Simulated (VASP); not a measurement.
**Hf: relaxation of cell and atoms with RPBE**

Crystal: Hf.

```xyz
1
Lattice="-1.8050 1.8050 1.8050 1.8050 -1.8050 1.8050 1.8050 1.8050 -1.8050" Properties=species:S:1:pos:R:3 pbc="T T T"
Hf    0.0000    0.0000    0.0000
```

| Item | Value |
| --- | --- |
| Program | VASP 6.6.1 |
| Task | relaxation of cell and atoms |
| Functional | RPBE |
| Potentials or basis | VASP PAW PBE potentials, release 64 (Hf_pv) |
| Cutoff | 600 eV |
| k mesh | 10 × 10 × 10 |
| Occupations | fermi-dirac, width 0.05 eV |
| Spin | no spin polarisation |
| Dipole correction | no |
| Further INCAR settings | ALGO = Fast; EDIFF = 1e-06; IBRION = 2; EDIFFG = -0.01; NSW = 60; ISIF = 3 |

```json
{
 "Relaxed volume": "22.87 Å³/atom",
 "Relaxed cell": "a = 3.097 Å, b = 3.097 Å, c = 3.097 Å, α = 109.47°, β = 109.47°, γ = 109.47°",
 "Space group after relaxing (to 0.05 Å)": "Im-3m (No. 229)",
 "Energy gained by relaxing": "5.3 meV/atom",
 "Ionic steps": "3",
 "Pressure after relaxing": "0.0 GPa",
 "Band gap on the k mesh": "zero (band 5 reaches 6.07 eV, above the bottom of band 6 at 3.80 eV)"
}
```

Step by step:
| step | energy change (eV) | largest force (eV/Å) | pressure (GPa) | volume (Å³) |
| --- | --- | --- | --- | --- |
| 1 | 0.0000 | 0.0000 | -2.58 | 23.52 |
| 2 | 0.0001 | 0.0000 | 2.95 | 22.26 |
| 3 | -0.0053 | 0.0000 | 0.01 | 22.87 |

Final structure:
```xyz
1
Lattice="-1.7883 1.7883 1.7883 1.7883 -1.7883 1.7883 1.7883 1.7883 -1.7883" Properties=species:S:1:pos:R:3 pbc="T T T"
Hf    0.0000    0.0000    0.0000
```

Levels at points of the mesh, in eV from the Fermi level:
| k point | band 1 | band 2 | band 3 | band 4 | band 5 | band 6 | band 7 | band 8 | band 9 |
| --- | --- | --- | --- | --- | --- | --- | --- | --- | --- |
| (0.00, 0.00, 0.00) | -29.97 | -29.97 | -29.97 | -6.97 | 1.53 | 1.53 | 1.53 | 4.24 | 4.24 |
| (0.50, 0.00, 0.00) | -30.72 | -30.22 | -29.98 | -3.30 | -0.44 | 0.94 | 4.07 | 5.04 | 7.42 |
| (0.50, 0.50, 0.50) | -30.50 | -30.50 | -30.50 | -2.48 | -2.48 | 6.62 | 7.03 | 7.03 | 7.03 |

Wall time 17 s on 1 thread of Intel(R) Xeon(R) 6975P-C (Granite Rapids), with other jobs on the host, peak memory 0.17 GiB.

Caveat: the PAW data sets were made with another functional, which shifts forces and pressure a little; spin-orbit coupling is left out, which moves the levels of the heavy elements.
